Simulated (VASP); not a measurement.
Input of a VASP 6.6.1 run:

The input INCAR:

```
SYSTEM = ZnS
PREC     = Accurate       ! precision mode
ENCUT    = 500            ! plane-wave cutoff, eV
EDIFF    = 1E-6           ! SCF threshold, eV
ISMEAR   = 0              ! smearing method
SIGMA    = 0.02           ! smearing width, eV
LREAL    = .False.        ! projectors in reciprocal space
LASPH    = .True.         ! aspherical terms in the spheres
NELM     = 120            ! most SCF steps
ALGO     = Normal         ! electronic algorithm
ISIF     = 2              ! what is computed and relaxed
LWAVE    = .False.        ! write WAVECAR
LCHARG   = .False.        ! write CHGCAR
GGA      = CA             ! functional
NBANDS   = 26             ! bands
GGA_COMPAT= .False.
```

Contents of KPOINTS:

```
Automatic mesh
0
Gamma
  8 6 8
  0 0 0
```

File POSCAR:

```
ZnS
1.0
    3.9750342851      0.0000000000      0.0000000000
    0.0000000000      5.6215474209      0.0000000000
    0.0000000000      0.0000000000      3.5711539363
Zn S
2 2
Direct
    0.0000000000      0.0000000000      0.0000000000
    0.5000000000      0.5000000000      0.5000048000
    0.5000000000      0.2500000000      0.0000000000
    0.0000000000      0.7500000000      0.5000048000
```

Potentials or basis: VASP PAW LDA potentials, release 64 (Zn, S).

Command:

```bash
$ cat potpaw_LDA.64/Zn/POTCAR potpaw_LDA.64/S/POTCAR > POTCAR
$ mpirun -np 1 vasp_std > vasp.out
```

Question: Predict the largest force.

Answer: 0.480 eV/Å.

Question: Estimate the band gap on the k mesh.

Answer: 1.39 eV.

Question: Predict the pressure.

Answer: -4.1 GPa.

Stress tensor (GPa, compression positive):
```
-10.10   0.00   0.00
  0.00  -6.16   0.00
  0.00   0.00   3.82
```

As with any semilocal functional, this LDA gap is likely too small.
